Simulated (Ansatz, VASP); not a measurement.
Two plane-wave programs on AlN

The input INCAR:

```
ALGO = Normal
EDIFF = 1E-6
ENCUT = 600
GGA = PS
GGA_COMPAT = F
ISIF = 2
ISMEAR = 0
LASPH = T
LCHARG = F
LREAL = F
LWAVE = F
NBANDS = 16
NELM = 120
PREC = Accurate
SIGMA = 0.05
```

Contents of KPOINTS:

```
k-points
0
Gamma
  12 12 6
```

File POSCAR:

```
AlN
1.0
    3.3627880581      0.0000000000      0.0000000000
   -1.6813940290      2.9122598858      0.0000000000
    0.0000000000      0.0000000000      4.7840798845
Al N
2 2
Direct
    0.3333333333      0.6666666667      0.0015080761
    0.6666666667      0.3333333333      0.5015080761
    0.3333333333      0.6666666667      0.3834919239
    0.6666666667      0.3333333333      0.8834919239
```

Input for Ansatz:

```yaml
crystal:
  lattice:
    - [3.3627880581, 0.0, 0.0]
    - [-1.681394029, 2.9122598858, 0.0]
    - [0.0, 0.0, 4.7840798845]
  atoms:
    - { symbol: Al, position: [0.3333333333, 0.6666666667, 0.0015080761] }
    - { symbol: Al, position: [0.6666666667, 0.3333333333, 0.5015080761] }
    - { symbol: "N", position: [0.3333333333, 0.6666666667, 0.3834919239] }
    - { symbol: "N", position: [0.6666666667, 0.3333333333, 0.8834919239] }
basis:
  ecutwfc: 420
kpoints:
  mp_grid: { grid: [12, 12, 6] }
hamiltonian:
  xc: pbesol
scf:
  occupations: { method: gaussian, width: 0.05 }
output:
  forces: true
  stress: true
  eigenvalues: true
```

Change from the starting cell: strain +0.080 along x and y, -0.040 along z, atoms carried along.

Alike in both runs: task single point; functional PBEsol; k mesh 12 × 12 × 6; occupations gaussian, width 0.05 eV; no spin polarisation.

|  | VASP | Ansatz |
| --- | --- | --- |
| version | VASP 6.6.1 | Ansatz 0.2.0 |
| potentials or method | VASP PAW PBE potentials, release 64 (Al, N), cutoff 600 eV | scalar-relativistic, plane waves, PAW |
| valence electrons in the cell | 16 | 16 |

```tsv
	VASP	Ansatz	Ansatz less VASP
gap on the k mesh at the Fermi level (eV)	2.93	2.92	-0.006
least direct gap on the mesh (eV)	2.93	2.92	-0.006
pressure (GPa)	-16.2	-16.0	+0.18
traceless stress, the component that is largest in VASP (GPa)	24.32	24.03	-0.286
rms of the force components (eV/Å)	0.749	0.736	-0.0137
```

VASP's potentials were made for PBE, not for PBEsol. Atom by atom the forces differ by 0.014 eV/Å (rms over components).
